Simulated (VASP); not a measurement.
Set up this calculation in VASP 6.6.1, as the native input.

```
Task                               : single point
Functional                         : PBE-based screened hybrid with 20 % exact exchange
Potentials or basis                : VASP PAW PBE potentials, release 64 (H)
Cutoff                             : 520 eV
k mesh                             : 6 × 6 × 6
Occupations                        : fermi-dirac, width 0.05 eV
Spin                               : no spin polarisation
Dipole correction                  : no
Grid for exact exchange (PRECFOCK) : Normal
Share of exact exchange            : 0.2
Further INCAR settings             : ALGO = Normal; EDIFF = 1e-06; NBANDS = 8
Screening parameter                : 0.2 1/Å
```

Crystal: H.

```
CELL_PARAMETERS angstrom
-1.69153 1.69153 2.05847
1.69153 -1.69153 2.05847
1.69153 1.69153 -2.05847
ATOMIC_POSITIONS crystal
H 0.09014 0.09014 0.00000
H 0.90986 0.90986 0.00000
```

The input as run:

POSCAR

```
H
1.0
   -1.6915344700      1.6915344700      2.0584739900
    1.6915344700     -1.6915344700      2.0584739900
    1.6915344700      1.6915344700     -2.0584739900
H
2
Direct
    0.0901377100      0.0901377100      0.0000000000
    0.9098622900      0.9098622900      0.0000000000
```

INCAR.step1

```
SYSTEM = H
PREC = Accurate
ENCUT = 520
EDIFF = 1E-5
ISMEAR = -1
SIGMA = 0.05
LREAL = .FALSE.
LASPH = .TRUE.
NELM = 100
ALGO = Normal
ISIF = 2
LWAVE = .TRUE.
LCHARG = .FALSE.
NBANDS = 8
GGA = PE
```

INCAR.step2

```
SYSTEM = H
PREC = Accurate
ENCUT = 520
EDIFF = 1E-6
ISMEAR = -1
SIGMA = 0.05
LREAL = .FALSE.
LASPH = .TRUE.
NELM = 100
ALGO = Normal
ISIF = 2
LWAVE = .FALSE.
LCHARG = .FALSE.
GGA = PE
LHFCALC = .TRUE.
AEXX = 0.2
HFSCREEN = 0.2
PRECFOCK = Normal
NBANDS = 8
ISTART = 1
```

KPOINTS

```
Automatic mesh
0
G
  6 6 6
  0 0 0
```

Potentials or basis: VASP PAW PBE potentials, release 64 (H).

Run with:

```bash
$ cat potpaw_PBE.64/H/POTCAR > POTCAR
$ cp INCAR.step1 INCAR
$ mpirun -np 1 vasp_std > vasp.out
$ cp INCAR.step2 INCAR
$ mpirun -np 1 vasp_std > vasp.out
```

Results of the run:

```yaml
Pressure: 0.4 GPa
Largest_force: 0.117 eV/Å
Band_gap_on_the_k_mesh: 10.19 eV (least direct gap 11.05 eV)
```

Caveat: this functional lacks dispersion, which holds the molecules together, so the pressure and a relaxed volume are unreliable; the PAW data sets were made with another functional, which shifts forces and pressure a little.

Run time: 2.9 min on 1 thread of Intel Xeon 8259CL (shared host), peak memory 0.23 GiB.
